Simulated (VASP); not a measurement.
## TaN: single point with PBE+D4

TaN:

```
Ta N
1.0
     5.12578    0.00000    0.00000
    -2.56289    4.43905    0.00000
     0.00000    0.00000    2.87166
Ta N
3 3
Cartesian
  0.0000 2.9594 1.4358
  2.5629 1.4797 1.4358
  0.0000 0.0000 0.0000
  2.0137 0.0000 0.0000
  1.5561 2.6952 0.0000
  -1.0068 1.7439 0.0000
```

```yaml
Program: VASP 6.6.1
Task: single point
Functional: PBE
Dispersion: D4
Potentials_or_basis: VASP PAW PBE potentials, release 64 (Ta_pv, N)
Cutoff: 520 eV
k_mesh: 5 × 5 × 8
Occupations: fermi-dirac, width 0.1 eV
Spin: no spin polarisation
```

The pressure is 15.6 GPa, the largest force is 0.190 eV/Å and the band gap on the k mesh is zero (band 24 reaches 10.82 eV, above the bottom of band 25 at 7.56 eV). The dispersion energy per atom is -0.315 eV.

Forces on the atoms (eV/Å):
```
Ta   0.000  0.000  0.000
Ta   0.000  0.000  0.000
Ta   0.000  0.000  0.000
N    0.190  0.000  0.000
N   -0.095 -0.165  0.000
N   -0.095  0.165  0.000
```

Stress tensor (GPa, compression positive):
```
15.92  0.00  0.00
 0.00 15.92  0.00
 0.00  0.00 15.03
```

Levels at points of the mesh, in eV from the Fermi level:
```tsv
k point	band 22	band 23	band 24	band 25	band 26	band 27
(0.00, 0.00, 0.00)	-3.55	-2.10	-1.11	-1.11	0.48	0.48
(0.00, 0.00, 0.50)	-3.14	-3.14	1.89	1.89	1.94	2.22
```

Wall time 86 s on 1 thread of AMD EPYC 7R43 64-Core Processor (Zen 3) (shared host), peak memory 0.17 GiB.

Caveat: spin-orbit coupling is left out, which moves the levels of the heavy elements; pairwise dispersion overbinds metals, which lowers pressure and volume.
